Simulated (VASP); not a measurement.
A run of VASP 6.6.1 is set up as follows.

Contents of INCAR:

```
  ALGO = Fast
  EDIFF = 1E-7
  EDIFFG = -0.05
  ENCUT = 600
  GGA = PS
  IBRION = 2
  ISIF = 3
  ISMEAR = 0
  ISPIN = 2
  LASPH = True
  LCHARG = False
  LMAXMIX = 4
  LORBIT = 11
  LREAL = False
  LWAVE = False
  MAGMOM = 1.05 0.84 0.85 0.85 0 0
  NELM = 150
  NSW = 80
  PREC = Accurate
  SIGMA = 0.1
```

Contents of KPOINTS:

```
k-points
0
Gamma
  6 6 4
```

Contents of POSCAR:

```
Co2Si
1.0
    3.8001565340      0.0000000000      0.0000000000
   -1.9000782670      3.2910320968      0.0000000000
    0.0000000000      0.0000000000      4.6735327132
Co Si
4 2
Direct
    0.0000000000      0.0000000000      0.0000000000
    0.0000000000      0.0000000000      0.5000000000
    0.3333333333      0.6666666667      0.8226993555
    0.6666666667      0.3333333333      0.1773006445
    0.3333333333      0.6666666667      0.3202885719
    0.6666666667      0.3333333333      0.6797114281
```

Potentials or basis: VASP PAW PBE potentials, release 64 (Co, Si).

Command:

```console
$ cat potpaw_PBE.64/Co/POTCAR potpaw_PBE.64/Si/POTCAR > POTCAR
$ mpirun -np 1 vasp_std > vasp.out
```

Question: Estimate the band gap on the k mesh.

Answer: Zero (filled and empty bands overlap).

Question: Predict the relaxed cell.

Answer: a = 3.845 Å, b = 3.845 Å, c = 4.828 Å, α = 90.00°, β = 90.00°, γ = 120.00°.

Forces in eV/Å, atoms in the order of the input:
```
Co   0.000  0.000  0.000
Co   0.000  0.000  0.000
Co   0.000  0.000  0.013
Co   0.000  0.000 -0.013
Si   0.000  0.000 -0.042
Si   0.000  0.000  0.042
```

Caveat: the moments typed at the start vanished in this run; the PAW data sets were made with another functional, which shifts forces and pressure a little; the relaxation stopped at a loose force limit of 0.05 eV/Å, so its end isn't a converged minimum. Zero-point motion and thermal expansion aren't in these numbers.
